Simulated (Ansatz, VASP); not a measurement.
## Two plane-wave programs on TiC

INCAR

```
  PREC = Accurate
  ENCUT = 520
  EDIFF = 1E-6
  ISMEAR = 0
  SIGMA = 0.15
  LREAL = False
  LASPH = True
  NELM = 60
  ALGO = Fast
  ISIF = 2
  LWAVE = False
  LCHARG = False
  GGA = PS
  NBANDS = 60
```

File KPOINTS:

```
Automatic mesh
0
Gamma
  22 22 4
```

Contents of POSCAR:

```
TiC
1.0
    2.1466854824     -2.1466854824      0.0000000000
    2.1466854824      0.0000000000     -2.1466854824
    8.5867419295      8.5867419295      8.5867419295
Ti C
6 6
Direct
    1.0000000000      0.0000000000      0.5000000000
    0.3333333333      0.3333333333      0.3333333333
    0.6666666667      0.6666666667      0.6666666667
    1.0000000000      1.0000000000      0.0000000000
    0.3333333333      0.3333333333      0.8333333333
    0.6666666667      0.6666666667      0.1666666667
    0.6666666667      0.6666666667      0.4166666667
    0.0000000000      0.0000000000      0.2500000000
    0.3333333333      0.3333333333      0.5833333333
    0.6666666667      0.6666666667      0.9166666667
    1.0000000000      1.0000000000      0.7500000000
    0.3333333333      0.3333333333      0.0833333333
```

Input for Ansatz:

```yaml
crystal:
  lattice:
    - [2.1466854824, -2.1466854824, 0.0]
    - [2.1466854824, 0.0, -2.1466854824]
    - [8.5867419295, 8.5867419295, 8.5867419295]
  atoms:
    - { symbol: Ti, position: [1.0, 0.0, 0.5] }
    - { symbol: Ti, position: [0.3333333333, 0.3333333333, 0.3333333333] }
    - { symbol: Ti, position: [0.6666666667, 0.6666666667, 0.6666666667] }
    - { symbol: Ti, position: [1.0, 1.0, 0.0] }
    - { symbol: Ti, position: [0.3333333333, 0.3333333333, 0.8333333333] }
    - { symbol: Ti, position: [0.6666666667, 0.6666666667, 0.1666666667] }
    - { symbol: C, position: [0.6666666667, 0.6666666667, 0.4166666667] }
    - { symbol: C, position: [0.0, 0.0, 0.25] }
    - { symbol: C, position: [0.3333333333, 0.3333333333, 0.5833333333] }
    - { symbol: C, position: [0.6666666667, 0.6666666667, 0.9166666667] }
    - { symbol: C, position: [1.0, 1.0, 0.75] }
    - { symbol: C, position: [0.3333333333, 0.3333333333, 0.0833333333] }
basis:
  ecutwfc: 420
kpoints:
  mp_grid: { grid: [22, 22, 4] }
hamiltonian:
  xc: pbesol
scf:
  occupations: { method: gaussian, width: 0.15 }
output:
  forces: true
  stress: true
  eigenvalues: true
```

Alike in both runs: task single point; functional PBEsol; k mesh 22 × 22 × 4; occupations gaussian, width 0.15 eV; no spin polarisation.

|  | VASP | Ansatz |
| --- | --- | --- |
| version | VASP 6.6.1 | Ansatz 0.2.0 |
| potentials or method | VASP PAW PBE potentials, release 64 (Ti_sv, C), cutoff 520 eV | scalar-relativistic, plane waves, PAW |
| valence electrons in the cell | 96 | 96 |

```csv
,VASP,Ansatz,Ansatz less VASP
gap on the k mesh at the Fermi level (eV),none,none,-
pressure (GPa),0.2,0.0,-0.24
```

VASP's potentials were made for PBE, not for PBEsol. A gap of «none» marks a metal or a gap that the smearing closes. With one functional, cell and mesh, what is left measures potentials, basis and numerics.
